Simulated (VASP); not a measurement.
Runs of VASP 6.6.1 on TiC. The structure is that of space group Fm-3m (No. 225), or close to it. The cells are those of the table. 

```csv
task,cell,gap on the mesh (eV),pressure (GPa)
single point,"a = 2.998 Å, angles 60.0°, 2 atoms",none,10.7
single point,"a = 3.120 Å, angles 60.0°, 2 atoms",none,-18.6
electric field gradients,"a = 3.071 Å, angles 60.0°, 2 atoms",none,-8.2
single point,"a = 3.029 Å, angles 60.0°, 2 atoms",none,2.0
single point,"a = 3.071 Å, angles 60.0°, 2 atoms",none,(c)
single point,"a = 3.050 Å, angles 60.0°, 2 atoms",none,-3.4
electric field gradients,"a = 3.120 Å, angles 60.0°, 2 atoms",none,(b)
electric field gradients,"a = 3.091 Å, angles 60.0°, 2 atoms",none,-12.6
electric field gradients,"a = 3.101 Å, angles 60.0°, 2 atoms",none,(a)
```

Alike in all rows: level PBEsol; potentials or basis VASP PAW PBE potentials, release 64 (Ti_sv, C); no spin polarisation; k mesh 16 × 16 × 16; cutoff (eV) 520; smearing fermi-dirac 0.03 eV.

Task: Estimate the missing entries.

Result: (a) -14.6; (b) -18.4; (c) -8.3.

Caveats: the PAW data sets were made with another functional, which shifts forces and pressure a little; the cell stands under tension (at least some runs); the cell stands under pressure (at least some runs).

A gap of «none» marks levels without a gap at the run's occupations.
